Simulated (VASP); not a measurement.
Wanted: the native input for a VASP 6.6.1 run.

```
Task                   : single point
Functional             : PBEsol
Potentials or basis    : VASP PAW PBE potentials, release 64 (Mg, O)
Cutoff                 : 520 eV
k mesh                 : 9 × 9 × 6
Occupations            : gaussian, width 0.05 eV
Spin                   : no spin polarisation
Dipole correction      : no
Further INCAR settings : ALGO = Normal; EDIFF = 1e-06; NBANDS = 16
```

The structure of MgO lies in POSCAR:

```
MgO
1.0
    3.5347000000      0.0000000000      0.0000000000
   -1.7673500000      3.0611399948      0.0000000000
    0.0000000000      0.0000000000      4.9190000000
Mg O
2 2
Direct
    0.3333333333      0.6666666667      0.0036583380
    0.6666666667      0.3333333333      0.5036583380
    0.3333333333      0.6666666667      0.4009416620
    0.6666666667      0.3333333333      0.9009416620
```

The input as run:

INCAR

```
SYSTEM = MgO
PREC     = Accurate       ! precision mode
ENCUT    = 520            ! plane-wave cutoff, eV
EDIFF    = 1E-6           ! SCF threshold, eV
ISMEAR   = 0              ! smearing method
SIGMA    = 0.05           ! smearing width, eV
LREAL    = .FALSE.        ! projectors in reciprocal space
LASPH    = .TRUE.         ! aspherical terms in the spheres
NELM     = 60             ! most SCF steps
ALGO     = Normal         ! electronic algorithm
ISIF     = 2              ! what is computed and relaxed
LWAVE    = .FALSE.        ! write WAVECAR
LCHARG   = .TRUE.         ! write CHGCAR
GGA      = PS             ! functional
LELF     = .TRUE.         ! ELF
LVHAR    = .TRUE.       
NBANDS   = 16             ! bands
```

KPOINTS

```
regular mesh
0
G
  9 9 6
  0 0 0
```

Potentials or basis: VASP PAW PBE potentials, release 64 (Mg, O).

The run is started by

```sh
$ cat potpaw_PBE.64/Mg/POTCAR potpaw_PBE.64/O/POTCAR > POTCAR
$ mpirun -np 1 vasp_std > vasp.out
```

Results of the run:

The pressure is -11.1 GPa and the largest force is 0.624 eV/Å. The band gap on the k mesh is 2.68 eV, direct.

Caveat: the PAW data sets were made with another functional, which shifts forces and pressure a little.

It took 17 s on 1 thread of Intel(R) Xeon(R) 6975P-C (Granite Rapids), with other jobs on the host, peak memory 0.19 GiB.
